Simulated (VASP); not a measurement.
# KBr (Fm-3m) in VASP: a series of runs

The runs below take KBr through single point, with PBE, LDA, PBEsol.

Everything below comes from runs of VASP 6.6.1. Logs are shortened: lines on timing, memory, paths and dates and some standing lists are left out, and cuts for length are marked.

## Step 1: The cell of the first run

Symmetry: Fm-3m, No. 225, cubic system. Conventional cell: a = 6.604 Å, b = 6.604 Å, c = 6.604 Å, α = 90.00°, β = 90.00°, γ = 90.00°. Within 4.3 Å of K (site symmetry m-3m) lie 6 Br at 3.30 Å. Br (site symmetry m-3m) has 6 K at 3.30 Å within 4.3 Å.

## Step 2: Single point, PBE

Input file INCAR:

```
PREC = Accurate ; ENCUT = 520
EDIFF = 1E-7 ; ISMEAR = 0
SIGMA = 0.01 ; LREAL = False
LASPH = True ; NELM = 80
ALGO = Normal ; ISIF = 2
LWAVE = False ; LCHARG = True
GGA = PE ; LELF = True
LVHAR = True ; NBANDS = 15
```

Input file KPOINTS:

```
Automatic mesh
0
Gamma
  4 4 4
```

Input file POSCAR:

```
KBr
1.0
    0.0000000000      3.3022478291      3.3022478291
    3.3022478291      0.0000000000      3.3022478291
    3.3022478291      3.3022478291      0.0000000000
K Br
1 1
Direct
    0.0000000000      0.0000000000      0.0000000000
    0.5000000000      0.5000000000      0.5000000000
```

Potentials or basis: VASP PAW PBE potentials, release 64 (K_sv, Br).

Launch:

```sh
$ cat potpaw_PBE.64/K_sv/POTCAR potpaw_PBE.64/Br/POTCAR > POTCAR
$ mpirun -np 1 vasp_std > vasp.out
```

OUTCAR:

```text
PREC = Accurate
   ENCUT = 520
   EDIFF = 1E-7
   ISMEAR = 0
   LREAL = False
   LASPH = True
   NELM = 80
   ISIF = 2
   GGA = PE

 ion  position               nearest neighbor table
   1  0.000  0.000  0.000-   2 3.30   2 3.30   2 3.30   2 3.30   2 3.30   2 3.30
   2  0.500  0.500  0.500-   1 3.30   1 3.30   1 3.30   1 3.30   1 3.30   1 3.30

  LATTYP: Found a face centered cubic cell.
 ALAT       =     6.6044956582

  Lattice vectors:

 A1 = (   0.0000000000,   3.3022478291,   3.3022478291)
 A2 = (   3.3022478291,   0.0000000000,   3.3022478291)
 A3 = (   3.3022478291,   3.3022478291,   0.0000000000)

Analysis of symmetry for initial positions (statically):
=====================================================================
 Subroutine PRICEL returns:
 Original cell was already a primitive cell.

 Routine SETGRP: Setting up the symmetry group for a
 face centered cubic supercell.

 Subroutine GETGRP returns: Found 48 space group operations
 (whereof 48 operations were pure point group operations)
 out of a pool of 48 trial point group operations.

The static configuration has the point symmetry O_h .

Analysis of symmetry for dynamics (positions and initial velocities):
=====================================================================
 Subroutine PRICEL returns:
 Original cell was already a primitive cell.

 Routine SETGRP: Setting up the symmetry group for a
 face centered cubic supercell.

 Subroutine GETGRP returns: Found 48 space group operations
 (whereof 48 operations were pure point group operations)
 out of a pool of 48 trial point group operations.

The dynamic configuration has the point symmetry O_h .

 Subroutine INISYM returns: Found 48 space group operations
 (whereof 48 operations are pure point group operations),
 and found     1 'primitive' translations

----------------------------------------------------------------------------------------

                                     Primitive cell

  volume of cell :      72.0210

  direct lattice vectors                    reciprocal lattice vectors
     0.000000000  3.302247829  3.302247829    -0.151412016  0.151412016  0.151412016
     3.302247829  0.000000000  3.302247829     0.151412016 -0.151412016  0.151412016
     3.302247829  3.302247829  0.000000000     0.151412016  0.151412016 -0.151412016

  length of vectors
     4.670083666  4.670083666  4.670083666     0.262253304  0.262253304  0.262253304

  position of ions in fractional coordinates (direct lattice)
     0.000000000  0.000000000  0.000000000
     0.500000000  0.500000000  0.500000000

  ion indices of the primitive-cell ions
   primitive index   ion index
                 1           1
                 2           2

----------------------------------------------------------------------------------------

 KPOINTS: Automatic mesh

Automatic generation of k-mesh.
 Grid dimensions read from file:
 generate k-points for:    4    4    4

 Generating k-lattice:

  Cartesian coordinates                     Fractional coordinates (reciprocal lattice)
    -0.037853004  0.037853004  0.037853004     0.250000000  0.000000000  0.000000000
     0.037853004 -0.037853004  0.037853004     0.000000000  0.250000000  0.000000000
     0.037853004  0.037853004 -0.037853004     0.000000000  0.000000000  0.250000000

  Length of vectors
     0.065563326  0.065563326  0.065563326

  Shift w.r.t. Gamma in fractional coordinates (k-lattice)
     0.000000000  0.000000000  0.000000000

 Subroutine IBZKPT returns following result:
 ===========================================

 Found      8 irreducible k-points:

 Following reciprocal coordinates:
            Coordinates               Weight
  0.000000  0.000000  0.000000      1.000000
  0.250000  0.000000  0.000000      8.000000
  0.500000  0.000000  0.000000      4.000000
  0.250000  0.250000  0.000000      6.000000
  0.500000  0.250000  0.000000     24.000000
 -0.250000  0.250000  0.000000     12.000000
  0.500000  0.500000  0.000000      3.000000
 -0.250000  0.500000  0.250000      6.000000
   k-points           NKPTS =      8   k-points in BZ     NKDIM =      8   number of bands    NBANDS=     15
   number of dos      NEDOS =    301   number of ions     NIONS =      2
   total plane-waves  NPLWV =  46656
   dimension x,y,z NGX =    36 NGY =   36 NGZ =   36
   dimension x,y,z NGXF=    72 NGYF=   72 NGZF=   72
   ions per type =               1   1
   NGX,Y,Z   is equivalent  to a cutoff of  12.82, 12.82, 12.82 a.u.
   NGXF,Y,Z  is equivalent  to a cutoff of  25.63, 25.63, 25.63 a.u.
 SYSTEM =  unknown system
   PREC   = accura    normal or accurate (medium, high low for compatibility)
   ISTART =      0    job   : 0-new  1-cont  2-samecut
   ICHARG =      2    charge: 1-file 2-atom 10-const
   ISPIN  =      1    spin polarized calculation?
   LNONCOLLINEAR =      F non collinear calculations
   LSORBIT =      F    spin-orbit coupling
   LASPH  =      T    aspherical Exc in radial PAW
   ENCUT  =  520.0 eV  38.22 Ry    6.18 a.u.   8.68  8.68  8.68*2*pi/ulx,y,z
   NELM   =     80;   NELMIN=  2; NELMDL= -5     # of ELM steps
   EDIFF  = 0.1E-06   stopping-criterion for ELM
   LREAL  =      F    real-space projection
   EDIFFG = 0.1E-05   stopping-criterion for IOM
   NSW    =      0    number of steps for IOM
   IBRION =     -1    ionic relax: 0-MD 1-quasi-New 2-CG
   NFREE  =      0    steps in history (QN), initial steepest desc. (CG)
   ISIF   =      2    stress and relaxation
   ISYM   =      2    0-nonsym 1-usesym 2-fastsym
   POTIM  = 0.5000    time-step for ionic-motion
   TEBEG  =    0.0;   TEEND  =   0.0 temperature during run
   PSTRESS=    0.0 pullay stress
   NELECT =      16.0000    total number of electrons
   NUPDOWN=      -1.0000    fix difference up-down
   EMIN   =  10.00;   EMAX   =-10.00  energy-range for DOS
   EFERMI =   0.00;   METHOD = LEGACY
   ISMEAR =     0;   SIGMA  =   0.01  broadening in eV -4-tet -1-fermi 0-gaus
   EFERMI_NEDOS =   21; number of points for ismear=-14 and -15
   IALGO  =     38    algorithm
   IMIX   =      4    mixing-type and parameters
     AMIX     =   0.40;   BMIX     =  1.00
     AMIX_MAG =   1.60;   BMIX_MAG =  1.00
  volume/ion in A,a.u.               =      36.01       243.01
  Fermi-wavevector in a.u.,A,eV,Ry     =   0.991506  1.873674 13.375661  0.983083
  Thomas-Fermi vector in A             =   2.123252
   LORBIT       =      0    0 simple, 1 ext, 2 COOP (PROOUT), +10 PAW based schemes
   GGA     = PE    functional components
   LHFCALC =     F    Hartree Fock is set to
   AEXX    =    0.0000 exact exchange contribution
   IVDW    =     0    specifies the selected vdW correction
   LEPSILON=     F    determine dielectric tensor
   LRPA    =     F    only Hartree local field effects (RPA)
 non-spin polarized calculation
 Gauss-broadening in eV      SIGMA  =   0.01
  energy-cutoff  :      520.00
  volume of cell :       72.02
 maximum number of plane-waves:      1964
 NGX is ok and might be reduce to    36
   NGX = 17   NGY = 17   NGZ = 17

 number of electron      15.9999997 magnetization

 Free energy of the ion-electron system (eV)
  ---------------------------------------------------
  ext. energy  EPLUGINS =         0.00000000
  ---------------------------------------------------
  free energy    TOTEN  =        -6.21535697 eV

  energy without entropy =       -6.21535697  energy(sigma->0) =       -6.21535697

 E-fermi :  -1.6929     XC(G=0):  -7.3621

 val. band max:       -1.7480054691   @ k =   0.0000   0.0000   0.0000
 cond. band min:       2.6801055639   @ k =   0.0000   0.0000   0.0000
 fundamental gap:      4.4281110330
 Fermi energy:        -1.6929096854

 k-point     1 :       0.0000    0.0000    0.0000
  band No.  band energies     occupation
      1     -29.5343      2.00000
      2     -14.0375      2.00000
      3     -13.0115      2.00000
      4     -13.0115      2.00000
      5     -13.0115      2.00000
      6      -1.7480      2.00000
      7      -1.7480      2.00000
      8      -1.7480      2.00000
      9       2.6801      0.00000
     10       5.8551      0.00000
     11       5.8551      0.00000
     12       5.8551      0.00000
     13       6.6770      0.00000
     14       6.6770      0.00000
     15       9.8490      0.00000

 k-point     2 :       0.2500    0.0000    0.0000
  band No.  band energies     occupation
      1     -29.5316      2.00000
      2     -14.1346      2.00000
      3     -13.0143      2.00000
      4     -13.0143      2.00000
      5     -12.8793      2.00000
      6      -2.4170      2.00000
      7      -1.9203      2.00000
      8      -1.9203      2.00000
      9       3.9309      0.00000
     10       5.7371      0.00000
     11       6.5565      0.00000
     12       6.5565      0.00000
     13       7.4453      0.00000
     14       7.4453      0.00000
     15      10.4581      0.00000

 k-point     3 :       0.5000    0.0000    0.0000
  band No.  band energies     occupation
      1     -29.5288      2.00000
      2     -14.2150      2.00000
      3     -13.0170      2.00000
      4     -13.0170      2.00000
      5     -12.7630      2.00000
      6      -2.9226      2.00000
      7      -2.0792      2.00000
      8      -2.0792      2.00000
      9       4.8379      0.00000
     10       6.4792      0.00000
     11       8.0090      0.00000
     12       8.0090      0.00000
     13       8.3208      0.00000
     14       8.3208      0.00000
     15       9.1723      0.00000
[... 55 lines left out ...]
 k-point     7 :       0.5000    0.5000    0.0000
  band No.  band energies     occupation
      1     -29.5272      2.00000
      2     -13.9400      2.00000
      3     -13.1011      2.00000
      4     -13.0471      2.00000
      5     -13.0471      2.00000
      6      -2.5592      2.00000
      7      -2.0329      2.00000
      8      -2.0329      2.00000
      9       4.1187      0.00000
     10       5.4429      0.00000
     11       7.6151      0.00000
     12       7.7499      0.00000
     13       7.9169      0.00000
     14       9.0187      0.00000
     15       9.0187      0.00000

 k-point     8 :      -0.2500    0.5000    0.2500
  band No.  band energies     occupation
      1     -29.5271      2.00000
      2     -14.0368      2.00000
      3     -13.0739      2.00000
      4     -13.0739      2.00000
      5     -12.9154      2.00000
      6      -2.3336      2.00000
      7      -2.3336      2.00000
      8      -2.2826      2.00000
      9       5.6364      0.00000
     10       5.6364      0.00000
     11       6.5017      0.00000
     12       7.2462      0.00000
     13       8.9393      0.00000
     14       9.0433      0.00000
     15       9.2649      0.00000

------------------------ aborting loop because EDIFF is reached ----------------------------------------

  FORCE on cell =-STRESS in cart. coord.  units (eV):
  Direction    XX          YY          ZZ          XY          YZ          ZX
  --------------------------------------------------------------------------------------
  -------------------------------------------------------------------------------------
  Total        0.3253528      0.3253528      0.3253528      0.0000000     -0.0000000      0.0000000
  in kB        7.2377930      7.2377930      7.2377930      0.0000000     -0.0000000      0.0000000
  external PRESSURE =       7.2377930 kB  Pullay stress =       0.0000000 kB

 VOLUME and BASIS-vectors are now :
 -----------------------------------------------------------------------------
  energy-cutoff  :      520.00
  volume of cell :       72.02
      direct lattice vectors                 reciprocal lattice vectors
     0.000000000  3.302247829  3.302247829    -0.151412016  0.151412016  0.151412016
     3.302247829  0.000000000  3.302247829     0.151412016 -0.151412016  0.151412016
     3.302247829  3.302247829  0.000000000     0.151412016  0.151412016 -0.151412016

 POSITION                                       TOTAL-FORCE (eV/Angst)
 -----------------------------------------------------------------------------------
      0.00000      0.00000      0.00000        -0.000000      0.000000     -0.000000
      3.30225      3.30225      3.30225         0.000000     -0.000000      0.000000
 -----------------------------------------------------------------------------------
    total drift:                                0.000000      0.000000      0.000000

  FREE ENERGIE OF THE ION-ELECTRON SYSTEM (eV)
  ---------------------------------------------------
  free  energy   TOTEN  =        -6.2153569666 eV

  energy  without entropy=       -6.2153569666  energy(sigma->0) =       -6.21535697
```

Wall time 6.6 s (1 thread of AMD EPYC 9R45 (Zen 5), shared host); peak memory 0.17 GiB.

What came out:

```
Free energy            : -6.2154 eV
Pressure               : 0.7 GPa
Band gap on the k mesh : 4.43 eV, direct
```

## Step 3: Single point, PBE

Input file INCAR:

```
SYSTEM = KBr
PREC = Accurate
ENCUT = 520
EDIFF = 1E-7
ISMEAR = 0
SIGMA = 0.01
LREAL = .False.
LASPH = .True.
NELM = 100
ALGO = Normal
ISIF = 2
LWAVE = .False.
LCHARG = .False.
GGA = PE
NBANDS = 15
```

Input file KPOINTS:

```
Automatic mesh
0
Gamma
  4 4 4
  0 0 0
```

POSCAR is that of step 2.

Potentials or basis: VASP PAW PBE potentials, release 64 (K_sv, Br).

Launch:

```sh
$ cat potpaw_PBE.64/K_sv/POTCAR potpaw_PBE.64/Br/POTCAR > POTCAR
$ mpirun -np 1 vasp_std > vasp.out
```

It took 6 s on 1 thread of AMD EPYC 9R45 (Zen 5), shared host; peak memory 0.17 GiB.

The run converged. Its results:

```
Free energy            : -6.2154 eV
Pressure               : 0.7 GPa
Band gap on the k mesh : 4.43 eV, direct
```

Levels at points of the mesh, in eV from the valence-band top:
```tsv
k point	band 4	band 5	band 6	band 7	band 8	band 9	band 10	band 11	band 12	band 13
(0.00, 0.00, 0.00)	-11.26	-11.26	0.00	0.00	0.00	4.43	7.60	7.60	7.60	8.42
(0.50, 0.00, 0.00)	-11.27	-11.02	-1.17	-0.33	-0.33	6.59	8.23	9.76	9.76	10.07
(0.50, 0.50, 0.00)	-11.30	-11.30	-0.81	-0.28	-0.28	5.87	7.19	9.36	9.50	9.66
```

PBE gaps usually lie below the measured ones, often by a third to a half.

## Step 4: Single point, LDA

This run uses another cell than the first one, of 32.35 Å³/atom, 0.898 times its volume.

Input file INCAR:

```
SYSTEM = KBr
  PREC = Accurate
  ENCUT = 520
  EDIFF = 1E-6
  ISMEAR = -1
  SIGMA = 0.02
  LREAL = .False.
  LASPH = .True.
  NELM = 100
  ALGO = Normal
  ISIF = 2
  LWAVE = .False.
  LCHARG = .False.
  GGA = CA
  NBANDS = 15
```

Input file KPOINTS:

```
Automatic mesh
0
Gamma
  6 6 6
  0 0 0
```

Input file POSCAR:

```
KBr
1.0
    0.0000000000      3.1864028093      3.1864028093
    3.1864028093      0.0000000000      3.1864028093
    3.1864028093      3.1864028093      0.0000000000
K Br
1 1
Direct
    0.0000000000      0.0000000000      0.0000000000
    0.5000000000      0.5000000000      0.5000000000
```

Potentials or basis: VASP PAW LDA potentials, release 64 (K_sv, Br).

Launch:

```sh
$ cat potpaw_LDA.64/K_sv/POTCAR potpaw_LDA.64/Br/POTCAR > POTCAR
$ mpirun -np 1 vasp_std > vasp.out
```

It took 7 s on 1 thread of AMD EPYC 9R45 (Zen 5), shared host; peak memory 0.14 GiB.

The run converged. Its results:

```
Free energy            : -6.8346 eV
Pressure               : 0.1 GPa
Band gap on the k mesh : 4.33 eV, direct
```

Levels at points of the mesh, in eV from the valence-band top:
| k point | band 4 | band 5 | band 6 | band 7 | band 8 | band 9 | band 10 | band 11 | band 12 | band 13 |
| --- | --- | --- | --- | --- | --- | --- | --- | --- | --- | --- |
| (0.00, 0.00, 0.00) | -10.94 | -10.94 | 0.00 | 0.00 | 0.00 | 4.33 | 7.34 | 7.34 | 7.34 | 8.29 |
| (0.50, 0.00, 0.00) | -10.94 | -10.64 | -1.48 | -0.45 | -0.45 | 6.47 | 8.30 | 9.79 | 9.79 | 10.16 |
| (0.50, 0.50, 0.00) | -11.00 | -11.00 | -0.96 | -0.33 | -0.33 | 5.41 | 7.25 | 9.35 | 9.74 | 9.85 |

As with any semilocal functional, this LDA gap is likely too small.

## Step 5: Single point, PBEsol

This run uses another cell than the first one, of 35.15 Å³/atom, 0.976 times its volume.

Input file INCAR:

```
PREC = Accurate ; ENCUT = 520
EDIFF = 1E-6 ; ISMEAR = -1
SIGMA = 0.02 ; LREAL = False
LASPH = True ; NELM = 60
ALGO = Normal ; ISIF = 2
LWAVE = False ; LCHARG = False
GGA = PS ; NBANDS = 15
```

Input file KPOINTS:

```
regular mesh
0
Gamma
  6 6 6
```

Input file POSCAR:

```
KBr
1.0
    0.0000000000      3.2757246988      3.2757246988
    3.2757246988      0.0000000000      3.2757246988
    3.2757246988      3.2757246988      0.0000000000
K Br
1 1
Direct
    0.0000000000      0.0000000000      0.0000000000
    0.5000000000      0.5000000000      0.5000000000
```

Potentials or basis: VASP PAW PBE potentials, release 64 (K_sv, Br).

Launch:

```sh
$ cat potpaw_PBE.64/K_sv/POTCAR potpaw_PBE.64/Br/POTCAR > POTCAR
$ mpirun -np 1 vasp_std > vasp.out
```

OUTCAR:

```text
PREC = Accurate
   ENCUT = 520
   EDIFF = 1E-6
   ISMEAR = -1
   LREAL = False
   LASPH = True
   NELM = 60
   ISIF = 2
   GGA = PS

 ion  position               nearest neighbor table
   1  0.000  0.000  0.000-   2 3.28   2 3.28   2 3.28   2 3.28   2 3.28   2 3.28
   2  0.500  0.500  0.500-   1 3.28   1 3.28   1 3.28   1 3.28   1 3.28   1 3.28

  LATTYP: Found a face centered cubic cell.
 ALAT       =     6.5514493976

  Lattice vectors:

[... 463 lines left out ...]

------------------------ aborting loop because EDIFF is reached ----------------------------------------

  FORCE on cell =-STRESS in cart. coord.  units (eV):
  Direction    XX          YY          ZZ          XY          YZ          ZX
  --------------------------------------------------------------------------------------
  -------------------------------------------------------------------------------------
  Total        0.0210292      0.0210292      0.0210292      0.0000000      0.0000000      0.0000000
  in kB        0.4792700      0.4792700      0.4792700      0.0000000      0.0000000      0.0000000
  external PRESSURE =       0.4792700 kB  Pullay stress =       0.0000000 kB

 VOLUME and BASIS-vectors are now :
 -----------------------------------------------------------------------------
  energy-cutoff  :      520.00
  volume of cell :       70.30
      direct lattice vectors                 reciprocal lattice vectors
     0.000000000  3.275724699  3.275724699    -0.152637980  0.152637980  0.152637980
     3.275724699  0.000000000  3.275724699     0.152637980 -0.152637980  0.152637980
     3.275724699  3.275724699  0.000000000     0.152637980  0.152637980 -0.152637980

 POSITION                                       TOTAL-FORCE (eV/Angst)
 -----------------------------------------------------------------------------------
      0.00000      0.00000      0.00000         0.000000      0.000000     -0.000000
      3.27572      3.27572      3.27572        -0.000000     -0.000000      0.000000
 -----------------------------------------------------------------------------------
    total drift:                                0.000000      0.000000      0.000000

  FREE ENERGIE OF THE ION-ELECTRON SYSTEM (eV)
  ---------------------------------------------------
  free  energy   TOTEN  =        -6.4598916459 eV

  energy  without entropy=       -6.4598916459  energy(sigma->0) =       -6.45989165
```

It took 8.5 s on 1 thread of AMD EPYC 9R45 (Zen 5), shared host; peak memory 0.17 GiB.

What came out:

```yaml
Free_energy: -6.4599 eV
Pressure: 0.0 GPa
Band_gap_on_the_k_mesh: 4.33 eV, direct
```

Caveat: the PAW data sets were made with another functional, which shifts forces and pressure a little. PBEsol gaps usually lie below the measured ones, often by a third to a half.

## Step 6: Summary

```tsv
level	potentials or basis	cell	k mesh	smearing	gap on the mesh (eV)	pressure (GPa)
PBE	VASP PAW PBE potentials, release 64 (K_sv, Br)	a = 4.670 Å, angles 60.0°, 2 atoms	4 × 4 × 4	gaussian 0.01 eV	4.43	0.7
LDA	VASP PAW LDA potentials, release 64 (K_sv, Br)	a = 4.506 Å, angles 60.0°, 2 atoms	6 × 6 × 6	fermi-dirac 0.02 eV	4.33	0.1
PBEsol	VASP PAW PBE potentials, release 64 (K_sv, Br)	a = 4.633 Å, angles 60.0°, 2 atoms	6 × 6 × 6	fermi-dirac 0.02 eV	4.33	0.0
```

Alike in all rows: task single point; no spin polarisation; cutoff (eV) 520.

Caveats: the PAW data sets were made with another functional, which shifts forces and pressure a little (some runs).

Absolute energies hang on the potentials; compare differences alone.
